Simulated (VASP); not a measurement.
Here is a VASP 6.6.1 calculation.

INCAR

```
SYSTEM = Gd3O5
ALGO = Normal
EDIFF = 1E-6
ENCUT = 520
GGA = PE
ISIF = 2
ISMEAR = 0
ISPIN = 2
LASPH = .TRUE.
LCHARG = .TRUE.
LELF = .TRUE.
LMAXMIX = 6
LORBIT = 11
LREAL = .FALSE.
LVHAR = .TRUE.
LWAVE = .FALSE.
MAGMOM = 7 7 7 0 0 0 0 0
NBANDS = 56
NELM = 150
PREC = Accurate
SIGMA = 0.2
```

The input KPOINTS:

```
k-points
0
G
  5 5 2
  0 0 0
```

Contents of POSCAR:

```
Gd3O5
1.0
    3.7710103266      0.0000000000      0.0000000000
   -1.8855051633      3.2657907408      0.0000000000
    0.0000000000      0.0000000000      9.8877708979
Gd O
3 5
Direct
    0.3333333333      0.6666666667      0.3163966331
    0.0000000000      0.0000000000      0.0000000000
    0.6666666667      0.3333333333      0.6836033669
    0.0000000000      0.0000000000      0.2654401796
    0.6666666667      0.3333333333      0.9037646688
    0.3333333333      0.6666666667      0.0962353312
    0.0000000000      0.0000000000      0.7345598204
    0.0000000000      0.0000000000      0.5000000000
```

Potentials or basis: VASP PAW PBE potentials, release 64 (Gd, O).

Launch:

```bash
$ cat potpaw_PBE.64/Gd/POTCAR potpaw_PBE.64/O/POTCAR > POTCAR
$ mpirun -np 1 vasp_std > vasp.out
```

Question: Estimate the band gap on the k mesh.

Answer: 0.64 eV (least direct gap 0.72 eV).

Question: What does it give for the site moments?

Answer: Gd +6.78, +6.75 (each value once); O -0.18, -0.02, -0.49 (each value once) μB.

Question: What does it give for the net moment?

Answer: 20.00 μB per cell.

Question: Predict the largest force.

Answer: 0.061 eV/Å.

Forces in eV/Å, atoms in the order of the input:
```
Gd   0.000  0.000  0.061
Gd   0.000  0.000  0.000
Gd   0.000  0.000 -0.061
O    0.000  0.000 -0.011
O    0.000  0.000  0.044
O    0.000  0.000 -0.044
O    0.000  0.000  0.011
O    0.000  0.000  0.000
```

Caveat: semilocal functionals underestimate gaps, and a narrow one can read as zero; spin-orbit coupling is left out, which moves the levels of the heavy elements; semilocal functionals describe open f shells poorly, which spoils levels, moments and volumes. A k mesh can miss the band edges.
